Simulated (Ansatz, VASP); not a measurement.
**Two plane-wave programs on Ir**

File INCAR:

```
SYSTEM = Ir
  PREC = Accurate
  ENCUT = 600
  EDIFF = 1E-6
  ISMEAR = -1
  SIGMA = 0.05
  LREAL = .FALSE.
  LASPH = .TRUE.
  NELM = 60
  ALGO = Normal
  ISIF = 3
  LWAVE = .FALSE.
  LCHARG = .FALSE.
  GGA = CA
  IBRION = 2
  NSW = 100
  EDIFFG = -0.003
```

The input KPOINTS:

```
Automatic mesh
0
G
  23 23 23
  0 0 0
```

The input POSCAR:

```
Ir
1.0
    0.0000000000      1.9197000000      1.9197000000
    1.9197000000      0.0000000000      1.9197000000
    1.9197000000      1.9197000000      0.0000000000
Ir
1
Direct
    0.0000000000      0.0000000000      0.0000000000
```

Input for Ansatz:

```yaml
crystal:
  lattice:
    - [0.0, 1.9197, 1.9197]
    - [1.9197, 0.0, 1.9197]
    - [1.9197, 1.9197, 0.0]
  atoms:
    - { symbol: Ir, position: [0.0, 0.0, 0.0] }
kpoints:
  mp_grid: { grid: [23, 23, 23] }
scf:
  occupations: { method: fermi_dirac, width: 0.05 }
hamiltonian:
  xc: lda
  pseudopotentials: { kind: paw }
output:
  forces: true
  stress: true
relax:
  f_tol: 0.003
  max_steps: 80
  cell: {}
```

Alike in both runs: task relaxation of cell and atoms; functional LDA; k mesh 23 × 23 × 23; occupations fermi-dirac, width 0.05 eV; no spin polarisation.

```csv
,VASP,Ansatz
version,VASP 6.6.1,Ansatz 0.2.0
potentials or method,"VASP PAW LDA potentials, release 64 (Ir)","PAW with Ansatz's default frozen-core files, scalar-relativistic"
plane-wave cutoff (eV),600,420
valence electrons in the cell,9,17
```

```csv
,VASP,Ansatz,Ansatz less VASP
relaxed volume (Å³/atom),13.93,13.84,-0.093
relaxed cell length with the largest relative difference (Å),2.701,2.695,-0.0060
```

LDA's correlation is that of Perdew and Zunger in VASP and of Perdew and Wang (1992) in Ansatz. VASP's potentials hold 9 valence electrons a cell and Ansatz's 17, so a difference there can come from the potentials and not from the codes.

Spin-orbit coupling is off throughout.
